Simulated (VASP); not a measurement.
Input of a VASP 6.6.1 run:

INCAR

```
PREC = Accurate ; ENCUT = 520
EDIFF = 1E-6 ; ISMEAR = 0
SIGMA = 0.1 ; LREAL = False
LASPH = True ; NELM = 60
ALGO = Normal ; ISIF = 2
LWAVE = False ; LCHARG = True
GGA = PE ; LELF = True
LVHAR = True ; NBANDS = 41
```

File KPOINTS:

```
Automatic mesh
0
Gamma
  4 4 4
```

POSCAR

```
Be3Zn2Se5
1.0
    0.0000000000     -3.7993626000      0.0000000000
    3.7993626000      0.0000000000      0.0000000000
   -1.8996813000      1.8996813000     13.6555250000
Be Zn Se
3 2 5
Direct
    0.0000000000      0.0000000000      0.0000000000
    0.5921200000      0.5921200000      0.1842400000
    0.4078800000      0.4078800000      0.8157600000
    0.1939670000      0.1939670000      0.3879340000
    0.8060330000      0.8060330000      0.6120660000
    0.6374240000      0.1374240000      0.2748480000
    0.2500000000      0.7500000000      0.5000000000
    0.8625760000      0.3625760000      0.7251520000
    0.4540010000      0.9540010000      0.9080020000
    0.0459990000      0.5459990000      0.0919980000
```

Potentials or basis: VASP PAW PBE potentials, release 64 (Be, Zn, Se).

Command:

```sh
$ cat potpaw_PBE.64/Be/POTCAR potpaw_PBE.64/Zn/POTCAR potpaw_PBE.64/Se/POTCAR > POTCAR
$ mpirun -np 1 vasp_std > vasp.out
```

Predict the band gap on the k mesh.

2.36 eV.

Estimate the largest force.

0.040 eV/Å.

Forces in eV/Å, atoms in the order of the input:
```
Be   0.000  0.000  0.000
Be   0.000  0.000  0.005
Be   0.000  0.000 -0.005
Zn   0.000  0.000  0.003
Zn   0.000  0.000 -0.003
Se   0.000  0.000 -0.040
Se   0.000  0.000  0.000
Se   0.000  0.000  0.040
Se   0.000  0.000  0.003
Se   0.000  0.000 -0.003
```

A k mesh can miss the band edges.
